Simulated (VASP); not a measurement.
# Be15S16 (a cell with a defect) in VASP: further runs, part 3 of 3

VASP 6.6.1.

### 4 Single point, PBE, collinear spin (atoms taken out, then relaxed in part)

The input, INCAR:

```
SYSTEM = Be15S16
PREC     = Accurate       ! precision mode
ENCUT    = 520            ! plane-wave cutoff, eV
EDIFF    = 1E-6           ! SCF threshold, eV
ISMEAR   = 0              ! smearing method
SIGMA    = 0.01           ! smearing width, eV
LREAL    = Auto         
LASPH    = .TRUE.         ! aspherical terms in the spheres
NELM     = 200            ! most SCF steps
ALGO     = Normal         ! electronic algorithm
ISIF     = 2              ! what is computed and relaxed
LWAVE    = .FALSE.        ! write WAVECAR
LCHARG   = .TRUE.         ! write CHGCAR
ISPIN    = 2              ! spin polarisation
MAGMOM   = 0 0 0 0 0 0 0 0 0 0 0 0 0 0 0 0.25 0 0 0 0 0 0 0.25 0 0.25 0 0 0 0 0 0.25 ! initial moments
LORBIT   = 11             ! projections on sites
GGA      = PE             ! functional
LELF     = .TRUE.         ! ELF
LVHAR    = .TRUE.       
NELECT   = 125.0        
NBANDS   = 88             ! bands
GGA_COMPAT= .FALSE.
```

The input, KPOINTS:

```
Automatic mesh
0
Gamma
  2 2 2
  0.5 0.5 0.5
```

The input, POSCAR:

```
Be15S16
1.0
    4.8761188970      4.8761188970      4.8761188970
   -4.8761188970     -4.8761188970      4.8761188970
    4.8761188970     -4.8761188970     -4.8761188970
Be S
15 16
Direct
    0.0016365596      0.0016203588      0.0000000000
    0.7500000000      0.5016365596      0.7516203588
    0.0016365596      0.2500000000      0.7516203588
    0.2499837992     -0.0016365596      0.7483634404
    0.2500000000      0.7500000000      0.0000000000
    0.5016203588      0.5016365596      0.0000000000
    0.7500000000      0.0016203588      0.2516365596
    0.7500000000      0.7500000000      0.5000000000
   -0.0016203588      0.4983796412      0.5000162008
    0.2500000000      0.2500000000      0.5000000000
    0.4983634404     -0.0016365596      0.4999837992
    0.4983634404      0.7499837992      0.7483634404
   -0.0016203588      0.7500162008      0.2483796412
    0.2500162008      0.4983796412      0.2483796412
    0.5016203588      0.2500000000      0.2516365596
    0.7500000000      0.2500000000      0.7359692436
   -0.0011457549      0.0001917180      0.7501917180
    0.7500000000      0.4998082820      0.4986625271
   -0.0001917180      0.2500000000      0.4986625271
    0.2513374729      0.0011457549      0.5013374729
    0.2513374729      0.7513374729      0.7511457549
    0.5001917180      0.4988542451      0.7501917180
    0.7500000000     -0.0140307564      0.0000000000
    0.7500000000      0.7486625271      0.2498082820
    0.0140307564      0.5140307564      0.2640307564
    0.2486625271      0.2500000000      0.2498082820
    0.5001917180      0.0001917180      0.2488542451
    0.5011457549      0.7513374729      0.5013374729
   -0.0001917180      0.7486625271      0.0000000000
    0.2486625271      0.4998082820      0.0000000000
    0.4859692436      0.2500000000      0.0000000000
```

Potentials or basis: VASP PAW PBE potentials, release 64 (Be, S).

The run is started by

```console
cat potpaw_PBE.64/Be/POTCAR potpaw_PBE.64/S/POTCAR > POTCAR
mpirun -np 1 vasp_std > vasp.out
```

OUTCAR:

```text
SYSTEM = Be15S16
   PREC = Accurate
   ENCUT = 520
   EDIFF = 1E-6
   ISMEAR = 0
   LREAL = Auto
   LASPH = .TRUE.
   NELM = 200
   ISIF = 2
   ISPIN = 2
   LORBIT = 11
   GGA = PE
   NELECT = 125.0

 ion  position               nearest neighbor table
   1  0.002  0.002  0.000-  23 2.08  26 2.10  17 2.10  29 2.13
   2  0.750  0.502  0.752-  16 2.08  29 2.10  22 2.10  18 2.13
   3  0.002  0.250  0.752-  16 2.08  17 2.10  30 2.10  19 2.13
   4  0.250  0.998  0.748-  31 2.08  21 2.10  20 2.10  17 2.13
   5  0.250  0.750  0.000-  21 2.11  27 2.11  29 2.11  30 2.11
   6  0.502  0.502  0.000-  31 2.08  24 2.10  22 2.10  30 2.13
   7  0.750  0.002  0.252-  23 2.08  19 2.10  27 2.10  24 2.13
   8  0.750  0.750  0.500-  28 2.11  17 2.11  24 2.11  18 2.11
   9  0.998  0.498  0.500-  25 2.08  19 2.10  18 2.10  21 2.13
  10  0.250  0.250  0.500-  20 2.11  22 2.11  19 2.11  26 2.11
  11  0.498  0.998  0.500-  16 2.08  20 2.10  28 2.10  27 2.13
  12  0.498  0.750  0.748-  23 2.08  21 2.10  28 2.10  22 2.13
  13  0.998  0.750  0.248-  25 2.08  24 2.10  29 2.10  20 2.13
  14  0.250  0.498  0.248-  25 2.08  26 2.10  30 2.10  28 2.13
  15  0.502  0.250  0.252-  31 2.08  27 2.10  18 2.10  26 2.13
  16  0.750  0.250  0.736-  11 2.08   3 2.08   2 2.08
  17  0.999  0.000  0.750-   3 2.10   1 2.10   8 2.11   4 2.13
  18  0.750  0.500  0.499-  15 2.10   9 2.10   8 2.11   2 2.13
[... 583 lines left out ...]
  energy-cutoff  :      520.00
  volume of cell :      463.75
      direct lattice vectors                 reciprocal lattice vectors
     4.876118897  4.876118897  4.876118897     0.102540568  0.000000000  0.102540568
    -4.876118897 -4.876118897  4.876118897     0.000000000 -0.102540568  0.102540568
     4.876118897 -4.876118897 -4.876118897     0.102540568 -0.102540568  0.000000000

 POSITION                                       TOTAL-FORCE (eV/Angst)
 -----------------------------------------------------------------------------------
      0.00008      0.00008      0.01588        -0.003467     -0.003467      0.001229
      4.87604     -2.45394      2.43814         0.003467     -0.001229     -0.003467
      2.45394     -4.87604     -2.43798         0.001229     -0.003467     -0.003467
     -0.00008     -7.29830      2.43798         0.003467      0.001229      0.003467
     -2.43806     -2.43806      4.87612         0.000000      0.000000     -0.000000
     -0.00008     -0.00008      4.89200         0.003467      0.003467      0.001229
[... 23 lines left out ...]
     -1.22462     -1.22462      3.64963         0.000399      0.000399      0.007063
      1.15061      1.15061      3.58867         0.007403      0.007403      0.007403
 -----------------------------------------------------------------------------------
    total drift:                                0.000002     -0.000002      0.000002

  FREE ENERGIE OF THE ION-ELECTRON SYSTEM (eV)
  ---------------------------------------------------
  free  energy   TOTEN  =      -155.2973659884 eV

  energy  without entropy=     -155.2973659819  energy(sigma->0) =     -155.29736599

 total charge

# of ion       s       p       d       tot
------------------------------------------
    1        0.386   0.640   0.000   1.025
    2        0.386   0.640   0.000   1.025
    3        0.386   0.640   0.000   1.025
    4        0.386   0.640   0.000   1.025
    5        0.385   0.631   0.000   1.016
    6        0.386   0.640   0.000   1.025
[... 23 lines left out ...]
   30        1.309   2.497   0.000   3.806
   31        1.332   2.400   0.000   3.732
--------------------------------------------------
tot         26.822  49.128   0.000  75.949

 magnetization (x)

# of ion       s       p       d       tot
------------------------------------------
    1       -0.001  -0.000   0.000  -0.001
    2       -0.001  -0.000   0.000  -0.001
    3       -0.001  -0.000   0.000  -0.001
    4       -0.001  -0.000   0.000  -0.001
    5       -0.000   0.006   0.000   0.006
    6       -0.001  -0.000   0.000  -0.001
[... 23 lines left out ...]
   30        0.001   0.024   0.000   0.024
   31        0.007   0.164   0.000   0.171
--------------------------------------------------
tot          0.026   0.955   0.000   0.981
```

OSZICAR:

```text
N       E                     dE             d eps       ncg     rms          rms(c)
DAV:   1     0.556016572898E+03    0.55602E+03   -0.52994E+04   704   0.123E+03
DAV:   2    -0.974371904203E+02   -0.65345E+03   -0.62211E+03   880   0.221E+02
DAV:   3    -0.155823857964E+03   -0.58387E+02   -0.57743E+02   912   0.743E+01
DAV:   4    -0.157329497644E+03   -0.15056E+01   -0.14990E+01   888   0.136E+01
DAV:   5    -0.157373722215E+03   -0.44225E-01   -0.44177E-01   896   0.231E+00    0.221E+01
DAV:   6    -0.155811192596E+03    0.15625E+01   -0.17003E+00   848   0.352E+00    0.143E+01
DAV:   7    -0.155304535432E+03    0.50666E+00   -0.24048E+00   824   0.398E+00    0.320E+00
DAV:   8    -0.155295443516E+03    0.90919E-02   -0.18916E-01   856   0.148E+00    0.185E+00
DAV:   9    -0.155297537839E+03   -0.20943E-02   -0.59052E-02   864   0.617E-01    0.641E-01
DAV:  10    -0.155296283745E+03    0.12541E-02   -0.43625E-03   920   0.268E-01    0.307E-01
DAV:  11    -0.155296948046E+03   -0.66430E-03   -0.32569E-03   824   0.153E-01    0.142E-01
DAV:  12    -0.155297191439E+03   -0.24339E-03   -0.25155E-04   856   0.508E-02    0.719E-02
DAV:  13    -0.155297287403E+03   -0.95964E-04   -0.95241E-05   832   0.273E-02    0.407E-02
DAV:  14    -0.155297345500E+03   -0.58097E-04   -0.39979E-05   856   0.181E-02    0.232E-02
DAV:  15    -0.155297365039E+03   -0.19539E-04   -0.16109E-05   808   0.118E-02    0.188E-02
DAV:  16    -0.155297365988E+03   -0.94933E-06   -0.21288E-06   680   0.528E-03
   1 F= -.15529737E+03 E0= -.15529737E+03  d E =-.648138E-08  mag=     1.5000
```

Wall time 4.2 min (1 thread of Intel Xeon Platinum 8488C (Sapphire Rapids), shared host); peak memory 0.77 GiB.

What came out:

```yaml
Free_energy: -155.2974 eV
Largest_force: 0.013 eV/Å
Net_moment: 1.50 μB per cell
Site_moments: Be -0.00, +0.01 (each value once); S +0.17, +0.02 (each value once) μB
Valence_electrons_inside_the_program's_atomic_spheres: Be 1.02; S 3.73, 3.81 (each value once)
```

Forces in eV/Å, atoms in the order of the input:
```
Be  -0.003 -0.003  0.001
Be   0.003 -0.001 -0.003
Be   0.001 -0.003 -0.003
Be   0.003  0.001  0.003
Be   0.000  0.000  0.000
Be   0.003  0.003  0.001
Be  -0.003 -0.001  0.003
Be   0.000  0.000  0.000
Be  -0.003  0.003 -0.001
Be   0.000  0.000  0.000
Be   0.003 -0.003 -0.001
Be  -0.001 -0.003  0.003
Be  -0.001  0.003 -0.003
Be  -0.003  0.001 -0.003
Be   0.001  0.003  0.003
S    0.007 -0.007 -0.007
S    0.000  0.007  0.000
S    0.000 -0.007  0.000
S    0.007  0.000  0.000
S   -0.007  0.000  0.000
S    0.000  0.000 -0.007
S   -0.007  0.000  0.000
S   -0.007 -0.007  0.007
S    0.000 -0.007  0.000
S   -0.007  0.007 -0.007
S    0.007  0.000  0.000
S    0.000  0.000 -0.007
S    0.000  0.007  0.000
S    0.000  0.000  0.007
S    0.000  0.000  0.007
S    0.007  0.007  0.007
```

Caveat: the k points lie up to 0.46 Å⁻¹ apart; the cell carries a net charge on a neutralising background, which shifts energy and pressure; the cell differs from its parent crystal (atoms taken out, then relaxed in part); a moment this small can come from the mesh or the smearing.
